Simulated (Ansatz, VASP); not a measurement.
## SnPb2O3: VASP beside Ansatz

```
Sn Pb O
1.0
     3.68858    0.00000    0.00000
    -1.84429    3.19441    0.00000
     0.00000    0.00000    9.02334
Sn Pb O
1 2 3
Direct
  0.00000 0.00000 0.00000
  0.33333 0.66667 0.33065
  0.66667 0.33333 0.66935
  0.33333 0.66667 0.84230
  0.66667 0.33333 0.15770
  0.00000 0.00000 0.50000
```

Change from the starting cell: species swapped into the Li3SmBi2 type (P-3m1, No. 164).

Alike in both runs: functional PBE; k mesh 12 × 12 × 4; occupations gaussian, width 0.02 eV; no spin polarisation.

Ansatz relaxed the structure, and its values are those at the end. VASP's run is a single point on that final structure, the one shown.

|  | VASP | Ansatz |
| --- | --- | --- |
| version | VASP 6.6.1 | Ansatz 0.2.0 |
| potentials or method | VASP PAW PBE potentials, release 64 (Sn_d, Pb_d, O), cutoff 520 eV | scalar-relativistic, plane waves, PAW |
| valence electrons in the cell | 60 | 60 |

```tsv
	VASP	Ansatz	Ansatz less VASP
gap on the k mesh at the Fermi level (eV)	0.14	0.14	+0.001
least direct gap on the mesh (eV)	0.16	0.16	0.000
pressure (GPa)	0.0	0.0	+0.05
```

Neither program's run includes spin-orbit coupling.
